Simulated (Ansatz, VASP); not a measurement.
## Bi2Te3 in VASP and in Ansatz

```xyz
5
Lattice="2.2306 1.2878 9.9467 -2.2306 1.2878 9.9467 0.0000 -2.5757 9.9467" Properties=species:S:1:pos:R:3 pbc="T T T"
Bi    0.0000    0.0000   24.2301
Bi    0.0000    0.0000   11.9957
Te    0.0000    0.0000   18.2322
Te    0.0000    0.0000    5.9680
Te    0.0000    0.0000    0.0000
```

Change from the starting cell: equal xx and yy strain of +1 %.

Alike in both runs: task single point; functional LDA; k mesh 8 × 8 × 8; occupations fermi-dirac, width 0.08 eV; no spin polarisation.

|  | VASP | Ansatz |
| --- | --- | --- |
| version | VASP 6.6.1 | Ansatz 0.2.0 |
| potentials or method | VASP PAW LDA potentials, release 64 (Bi_d, Te), cutoff 520 eV | all-electron LAPW, scalar-relativistic |

Ansatz gave:

| Quantity | Value |
| --- | --- |
| pressure (GPa) | -2.7 |
| traceless stress, the component that is largest in VASP (GPa) | -0.58 |
| rms of the force components (eV/Å) | 0.396 |

Question: Which values does VASP return?

Answer: Pressure (GPa): -2.7; traceless stress, the component that is largest in VASP (GPa): -0.59; rms of the force components (eV/Å): 0.404.

LDA's correlation is that of Perdew and Zunger in VASP and of Perdew and Wang (1992) in Ansatz. Atom by atom the forces differ by 0.010 eV/Å (rms over components). Ansatz ran all-electron here, and VASP with PAW potentials.

Spin-orbit coupling is off throughout.
